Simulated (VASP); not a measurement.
A run of VASP 6.6.1:

The input INCAR:

```
SYSTEM = Si
ALGO     = Normal         ! electronic algorithm
EDIFF    = 1E-6           ! SCF threshold, eV
ENCUT    = 520            ! plane-wave cutoff, eV
GGA      = CA             ! functional
ISIF     = 2              ! what is computed and relaxed
ISMEAR   = -1             ! smearing method
LASPH    = .TRUE.         ! aspherical terms in the spheres
LCHARG   = .TRUE.         ! write CHGCAR
LELF     = .TRUE.         ! ELF
LREAL    = .FALSE.        ! projectors in reciprocal space
LVHAR    = .TRUE.       
LWAVE    = .FALSE.        ! write WAVECAR
NBANDS   = 21             ! bands
NELM     = 60             ! most SCF steps
PREC     = Accurate       ! precision mode
SIGMA    = 0.02           ! smearing width, eV
```

The input KPOINTS:

```
k-points
0
G
  8 8 1
  0 0 0
```

POSCAR

```
Si
1.0
    3.8197434381      0.0000000000      0.0000000000
    0.0000000000      3.8197434381      0.0000000000
    0.0000000000      0.0000000000     22.7524000000
Si
6
Direct
    0.7500000000      0.0000000000      0.3528283012
    0.2500000000      0.0000000000      0.4110438458
    0.2500000000      0.5000000000      0.4705218069
    0.7500000000      0.5000000000      0.5294781928
    0.7500000000      0.0000000000      0.5889561547
    0.2500000000      0.0000000000      0.6471716986
```

Potentials or basis: VASP PAW LDA potentials, release 64 (Si).

Command:

```bash
$ cat potpaw_LDA.64/Si/POTCAR > POTCAR
$ mpirun -np 1 vasp_std > vasp.out
```

Hardware: 1 thread of AMD EPYC 9R45 96-Core Processor (Zen 5), on a shared host.

Problem. How long does it take, and how much memory?

Solution. It took 2.5 min on 1 thread of AMD EPYC 9R45 96-Core Processor (Zen 5), with other jobs on the host, peak memory 0.31 GiB. Counts: scf iterations 22, k points 25.
